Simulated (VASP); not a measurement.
# Al2Pt (Fm-3m) in VASP: notebook

The runs below take Al2Pt through single point, relaxation of cell and atoms, with PBE.

Program: VASP 6.6.1. These are calculated values, not measurements. Logs are shortened: lines on timing, memory, paths and dates and some standing lists are left out, and cuts for length are marked.

## 1. The cell of the first run

The structure is cubic, space group Fm-3m (No. 225). The conventional cell has a = 5.946 Å, b = 5.946 Å, c = 5.946 Å, α = 90.00°, β = 90.00°, γ = 90.00°. Within 3.4 Å of Al (site symmetry -43m) lie 4 Pt at 2.57 Å and 6 Al at 2.97 Å. Pt (site symmetry m-3m) has 8 Al at 2.57 Å within 3.4 Å.

## 2. Single point, PBE

The input, INCAR:

```
SYSTEM = Al2Pt
PREC     = Accurate       ! precision mode
ENCUT    = 520            ! plane-wave cutoff, eV
EDIFF    = 1E-6           ! SCF threshold, eV
ISMEAR   = 0              ! smearing method
SIGMA    = 0.1            ! smearing width, eV
LREAL    = .False.        ! projectors in reciprocal space
LASPH    = .True.         ! aspherical terms in the spheres
NELM     = 100            ! most SCF steps
ALGO     = Fast           ! electronic algorithm
ISIF     = 2              ! what is computed and relaxed
LWAVE    = .False.        ! write WAVECAR
LCHARG   = .True.         ! write CHGCAR
GGA      = PE             ! functional
LELF     = .True.         ! ELF
LVHAR    = .True.       
NBANDS   = 15             ! bands
```

The input, KPOINTS:

```
Automatic mesh
0
Gamma
  14 14 14
  0 0 0
```

The input, POSCAR:

```
Al2Pt
1.0
    0.0000000000      2.9730904341      2.9730904341
    2.9730904341      0.0000000000      2.9730904341
    2.9730904341      2.9730904341      0.0000000000
Al Pt
2 1
Direct
    0.2500000000      0.2500000000      0.2500000000
    0.7500000000      0.7500000000      0.7500000000
    0.0000000000      0.0000000000      0.0000000000
```

Potentials or basis: VASP PAW PBE potentials, release 64 (Al, Pt).

Run with:

```
> cat potpaw_PBE.64/Al/POTCAR potpaw_PBE.64/Pt/POTCAR > POTCAR
> mpirun -np 1 vasp_std > vasp.out
```

OUTCAR:

```text
SYSTEM = Al2Pt
   PREC = Accurate
   ENCUT = 520
   EDIFF = 1E-6
   ISMEAR = 0
   LREAL = .False.
   LASPH = .True.
   NELM = 100
   ISIF = 2
   GGA = PE

 ion  position               nearest neighbor table
   1  0.250  0.250  0.250-   3 2.57   3 2.57   3 2.57   3 2.57   2 2.97   2 2.97   2 2.97   2 2.97
                             2 2.97   2 2.97
   2  0.750  0.750  0.750-   3 2.57   3 2.57   3 2.57   3 2.57   1 2.97   1 2.97   1 2.97   1 2.97
                             1 2.97   1 2.97
   3  0.000  0.000  0.000-   1 2.57   2 2.57   2 2.57   2 2.57   2 2.57   1 2.57   1 2.57   1 2.57

  LATTYP: Found a face centered cubic cell.
 ALAT       =     5.9461808682

  Lattice vectors:

 A1 = (   0.0000000000,   2.9730904341,   2.9730904341)
 A2 = (   2.9730904341,   0.0000000000,   2.9730904341)
 A3 = (   2.9730904341,   2.9730904341,   0.0000000000)

Analysis of symmetry for initial positions (statically):
=====================================================================
 Subroutine PRICEL returns:
 Original cell was already a primitive cell.

 Routine SETGRP: Setting up the symmetry group for a
 face centered cubic supercell.

 Subroutine GETGRP returns: Found 48 space group operations
 (whereof 48 operations were pure point group operations)
 out of a pool of 48 trial point group operations.

The static configuration has the point symmetry O_h .

Analysis of symmetry for dynamics (positions and initial velocities):
=====================================================================
 Subroutine PRICEL returns:
 Original cell was already a primitive cell.

 Routine SETGRP: Setting up the symmetry group for a
 face centered cubic supercell.

 Subroutine GETGRP returns: Found 48 space group operations
 (whereof 48 operations were pure point group operations)
 out of a pool of 48 trial point group operations.

The dynamic configuration has the point symmetry O_h .

 Subroutine INISYM returns: Found 48 space group operations
 (whereof 48 operations are pure point group operations),
 and found     1 'primitive' translations

----------------------------------------------------------------------------------------

                                     Primitive cell

  volume of cell :      52.5599

  direct lattice vectors                    reciprocal lattice vectors
     0.000000000  2.973090434  2.973090434    -0.168175174  0.168175174  0.168175174
     2.973090434  0.000000000  2.973090434     0.168175174 -0.168175174  0.168175174
     2.973090434  2.973090434  0.000000000     0.168175174  0.168175174 -0.168175174

  length of vectors
     4.204584814  4.204584814  4.204584814     0.291287945  0.291287945  0.291287945

  position of ions in fractional coordinates (direct lattice)
     0.250000000  0.250000000  0.250000000
     0.750000000  0.750000000  0.750000000
     0.000000000  0.000000000  0.000000000

  ion indices of the primitive-cell ions
   primitive index   ion index
                 1           1
                 2           2
                 3           3

----------------------------------------------------------------------------------------

 KPOINTS: Automatic mesh

Automatic generation of k-mesh.
 Grid dimensions read from file:
 generate k-points for:   14   14   14

 Generating k-lattice:

  Cartesian coordinates                     Fractional coordinates (reciprocal lattice)
    -0.012012512  0.012012512  0.012012512     0.071428571  0.000000000  0.000000000
     0.012012512 -0.012012512  0.012012512     0.000000000  0.071428571  0.000000000
     0.012012512  0.012012512 -0.012012512     0.000000000  0.000000000  0.071428571

  Length of vectors
     0.020806282  0.020806282  0.020806282

  Shift w.r.t. Gamma in fractional coordinates (k-lattice)
     0.000000000  0.000000000  0.000000000

 Subroutine IBZKPT returns following result:
 ===========================================

 Found    104 irreducible k-points:

 Following reciprocal coordinates:
            Coordinates               Weight
  0.000000  0.000000  0.000000      1.000000
  0.071429  0.000000  0.000000      8.000000
  0.142857  0.000000  0.000000      8.000000
  0.214286  0.000000  0.000000      8.000000
  0.285714  0.000000  0.000000      8.000000
  0.357143  0.000000  0.000000      8.000000
[... 16 lines left out ...]
  0.214286  0.142857  0.000000     24.000000
  0.285714  0.142857  0.000000     24.000000
 [... further k-points ...]
   k-points           NKPTS =    104   k-points in BZ     NKDIM =    104   number of bands    NBANDS=     15
   number of dos      NEDOS =    301   number of ions     NIONS =      3
   total plane-waves  NPLWV =  32768
   dimension x,y,z NGX =    32 NGY =   32 NGZ =   32
   dimension x,y,z NGXF=    64 NGYF=   64 NGZF=   64
   ions per type =               2   1
   NGX,Y,Z   is equivalent  to a cutoff of  12.65, 12.65, 12.65 a.u.
   NGXF,Y,Z  is equivalent  to a cutoff of  25.31, 25.31, 25.31 a.u.
 SYSTEM =  Al2Pt
   PREC   = accura    normal or accurate (medium, high low for compatibility)
   ISTART =      0    job   : 0-new  1-cont  2-samecut
   ICHARG =      2    charge: 1-file 2-atom 10-const
   ISPIN  =      1    spin polarized calculation?
   LNONCOLLINEAR =      F non collinear calculations
   LSORBIT =      F    spin-orbit coupling
   LASPH  =      T    aspherical Exc in radial PAW
   ENCUT  =  520.0 eV  38.22 Ry    6.18 a.u.   7.82  7.82  7.82*2*pi/ulx,y,z
   NELM   =    100;   NELMIN=  2; NELMDL= -5     # of ELM steps
   EDIFF  = 0.1E-05   stopping-criterion for ELM
   LREAL  =      F    real-space projection
   EDIFFG = 0.1E-04   stopping-criterion for IOM
   NSW    =      0    number of steps for IOM
   IBRION =     -1    ionic relax: 0-MD 1-quasi-New 2-CG
   NFREE  =      0    steps in history (QN), initial steepest desc. (CG)
   ISIF   =      2    stress and relaxation
   ISYM   =      2    0-nonsym 1-usesym 2-fastsym
   POTIM  = 0.5000    time-step for ionic-motion
   TEBEG  =    0.0;   TEEND  =   0.0 temperature during run
   PSTRESS=    0.0 pullay stress
   NELECT =      16.0000    total number of electrons
   NUPDOWN=      -1.0000    fix difference up-down
   EMIN   =  10.00;   EMAX   =-10.00  energy-range for DOS
   EFERMI =   0.00;   METHOD = LEGACY
   ISMEAR =     0;   SIGMA  =   0.10  broadening in eV -4-tet -1-fermi 0-gaus
   EFERMI_NEDOS =   21; number of points for ismear=-14 and -15
   IALGO  =     68    algorithm
   IMIX   =      4    mixing-type and parameters
     AMIX     =   0.40;   BMIX     =  1.00
     AMIX_MAG =   1.60;   BMIX_MAG =  1.00
  volume/ion in A,a.u.               =      17.52       118.23
  Fermi-wavevector in a.u.,A,eV,Ry     =   1.101277  2.081112 16.501306  1.212812
  Thomas-Fermi vector in A             =   2.237702
   LORBIT       =      0    0 simple, 1 ext, 2 COOP (PROOUT), +10 PAW based schemes
   GGA     = PE    functional components
   LHFCALC =     F    Hartree Fock is set to
   AEXX    =    0.0000 exact exchange contribution
   IVDW    =     0    specifies the selected vdW correction
   LEPSILON=     F    determine dielectric tensor
   LRPA    =     F    only Hartree local field effects (RPA)
 non-spin polarized calculation
 RMM-DIIS sequential band-by-band and
 Gauss-broadening in eV      SIGMA  =   0.10
  energy-cutoff  :      520.00
  volume of cell :       52.56
 maximum number of plane-waves:      1428
   NGX = 15   NGY = 15   NGZ = 15

 number of electron      16.0000000 magnetization

 Free energy of the ion-electron system (eV)
  ---------------------------------------------------
  ext. energy  EPLUGINS =         0.00000000
  ---------------------------------------------------
  free energy    TOTEN  =       -16.25638181 eV

  energy without entropy =      -16.25002343  energy(sigma->0) =      -16.25320262

 E-fermi :   7.7020     XC(G=0): -10.6217

 val. band max:        7.6954152870   @ k =   0.5000   0.2143   0.0000
 cond. band min:       7.7109309595   @ k =  -0.1429   0.2143   0.0714
 fundamental gap:      0.0155156725
 Fermi energy:         7.7019915632

 k-point     1 :       0.0000    0.0000    0.0000
  band No.  band energies     occupation
      1      -2.4148      2.00000
      2       2.7283      2.00000
      3       2.7283      2.00000
      4       2.7283      2.00000
      5       4.0642      2.00000
      6       4.0642      2.00000
      7      10.5015      0.00000
      8      11.4942      0.00000
      9      11.4942      0.00000
     10      11.4942      0.00000
     11      12.9918      0.00000
     12      12.9918      0.00000
     13      12.9918      0.00000
     14      13.9565      0.00000
     15      13.9565      0.00000

 k-point     2 :       0.0714    0.0000    0.0000
  band No.  band energies     occupation
      1      -2.3454      2.00000
      2       2.6851      2.00000
      3       2.7520      2.00000
      4       2.7520      2.00000
      5       4.0555      2.00000
      6       4.0555      2.00000
      7      10.3047      0.00000
      8      10.8017      0.00000
      9      11.2721      0.00000
     10      11.2721      0.00000
     11      13.2403      0.00000
     12      13.2403      0.00000
     13      13.6540      0.00000
     14      13.8135      0.00000
     15      13.8135      0.00000

 k-point     3 :       0.1429    0.0000    0.0000
  band No.  band energies     occupation
      1      -2.1394      2.00000
      2       2.5662      2.00000
      3       2.8163      2.00000
      4       2.8163      2.00000
      5       4.0381      2.00000
      6       4.0381      2.00000
      7       8.9351      0.00000
      8      10.7918      0.00000
      9      10.7918      0.00000
     10      10.9189      0.00000
     11      13.4788      0.00000
     12      13.4924      0.00000
     13      13.4924      0.00000
     14      13.8271      0.00000
     15      13.8271      0.00000

 k-point     4 :       0.2143    0.0000    0.0000
  band No.  band energies     occupation
      1      -1.8048      2.00000
      2       2.3970      2.00000
      3       2.9014      2.00000
      4       2.9014      2.00000
      5       4.0345      2.00000
      6       4.0345      2.00000
      7       7.4899      1.99729
      8      10.2264      0.00000
      9      10.2264      0.00000
     10      11.1986      0.00000
     11      13.1563      0.00000
     12      13.2122      0.00000
     13      13.2122      0.00000
     14      14.5411      0.00000
     15      14.5411      0.00000
[... 307 lines left out ...]
 k-point    22 :       0.1429    0.1429    0.0000
  band No.  band energies     occupation
      1      -2.0453      2.00000
      2       2.5027      2.00000
      3       2.8660      2.00000
      4       2.8660      2.00000
      5       3.8828      2.00000
      6       4.1489      2.00000
      7       9.7196      0.00000
      8       9.7196      0.00000
      9       9.8951      0.00000
     10      10.5496      0.00000
     11      12.3798      0.00000
     12      13.7140      0.00000
     13      14.3376      0.00000
     14      14.3376      0.00000
     15      15.1159      0.00000

 k-point    23 :       0.2143    0.1429    0.0000
  band No.  band energies     occupation
      1      -1.7956      2.00000
      2       2.3803      2.00000
      3       2.9458      2.00000
      4       2.9483      2.00000
      5       3.8050      2.00000
      6       4.1862      2.00000
      7       8.3673      0.00000
      8       9.2062      0.00000
      9       9.6704      0.00000
     10      10.8442      0.00000
     11      12.1486      0.00000
     12      13.8799      0.00000
     13      14.3709      0.00000
     14      14.4570      0.00000
     15      15.7633      0.00000

 k-point    24 :       0.2857    0.1429    0.0000
  band No.  band energies     occupation
      1      -1.4218      2.00000
      2       2.2288      2.00000
      3       3.0207      2.00000
      4       3.0392      2.00000
      5       3.7798      2.00000
      6       4.2279      2.00000
      7       6.9694      2.00000
      8       8.7536      0.00000
      9       9.2348      0.00000
     10      11.1108      0.00000
     11      12.4487      0.00000
     12      13.8886      0.00000
     13      14.1015      0.00000
     14      14.3369      0.00000
     15      16.4621      0.00000

 [... further k-points ...]
[... 5 lines left out ...]
  --------------------------------------------------------------------------------------
  -------------------------------------------------------------------------------------
  Total       -0.0621935     -0.0621935     -0.0621935      0.0000000      0.0000000     -0.0000000
  in kB       -1.8958394     -1.8958394     -1.8958394      0.0000000      0.0000000     -0.0000000
  external PRESSURE =      -1.8958394 kB  Pullay stress =       0.0000000 kB

 VOLUME and BASIS-vectors are now :
 -----------------------------------------------------------------------------
  energy-cutoff  :      520.00
  volume of cell :       52.56
      direct lattice vectors                 reciprocal lattice vectors
     0.000000000  2.973090434  2.973090434    -0.168175174  0.168175174  0.168175174
     2.973090434  0.000000000  2.973090434     0.168175174 -0.168175174  0.168175174
     2.973090434  2.973090434  0.000000000     0.168175174  0.168175174 -0.168175174

 POSITION                                       TOTAL-FORCE (eV/Angst)
 -----------------------------------------------------------------------------------
      1.48655      1.48655      1.48655         0.000000      0.000000      0.000000
      4.45964      4.45964      4.45964        -0.000000     -0.000000     -0.000000
      0.00000      0.00000      0.00000        -0.000000      0.000000     -0.000000
 -----------------------------------------------------------------------------------
    total drift:                                0.000000     -0.000000      0.000000

  FREE ENERGIE OF THE ION-ELECTRON SYSTEM (eV)
  ---------------------------------------------------
  free  energy   TOTEN  =       -16.2563818149 eV

  energy  without entropy=      -16.2500234270  energy(sigma->0) =      -16.25320262
```

Run time: 2.3 min. Hardware: 1 thread of AMD EPYC 7R13, shared host; peak memory 0.21 GiB.

What came out:

```
Free energy            : -16.2564 eV
Pressure               : -0.2 GPa
Band gap on the k mesh : zero (band 8 reaches 11.49 eV, above the bottom of band 9 at 6.12 eV)
```

Caveat: spin-orbit coupling is left out, which moves the levels of the heavy elements.

[end of part 1 of 2]
